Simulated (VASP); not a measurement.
Here is a VASP 6.6.1 calculation.

INCAR

```
SYSTEM = AsPb
PREC = Accurate
ENCUT = 600
EDIFF = 1E-7
ISMEAR = 0
SIGMA = 0.1
LREAL = .FALSE.
LASPH = .TRUE.
NELM = 100
ALGO = Normal
ISIF = 3
LWAVE = .FALSE.
LCHARG = .FALSE.
GGA = PE
IBRION = 2
NSW = 100
EDIFFG = -0.01
```

The input KPOINTS:

```
Automatic mesh
0
G
  16 16 14
  0 0 0
```

File POSCAR:

```
AsPb
1.0
    3.5931535100      0.0000000000      0.0000000000
    0.0000000000      3.5931535100      0.0000000000
    0.0000000000      0.0000000000      4.1930416800
As Pb
1 1
Direct
    0.5000000000      0.5000000000      0.5000000000
    0.0000000000      0.0000000000      0.0000000000
```

Potentials or basis: VASP PAW PBE potentials, release 64 (As, Pb_d).

Command:

```console
$ cat potpaw_PBE.64/As/POTCAR potpaw_PBE.64/Pb_d/POTCAR > POTCAR
$ mpirun -np 1 vasp_std > vasp.out
```

Problem. Estimate the relaxed volume.

Solution. 26.05 Å³/atom.

Problem. What does it give for the space group after relaxing (to 0.05 Å)?

Solution. P4/mmm (No. 123).

Problem. Estimate the relaxed cell.

Solution. a = 3.996 Å, b = 3.996 Å, c = 3.263 Å, α = 90.00°, β = 90.00°, γ = 90.00°.

Final structure:
```xyz
2
Lattice="3.9964 0.0000 0.0000 0.0000 3.9964 0.0000 0.0000 0.0000 3.2627" Properties=species:S:1:pos:R:3 pbc="T T T"
As    1.9982    1.9982    1.6314
Pb    0.0000    0.0000    0.0000
```
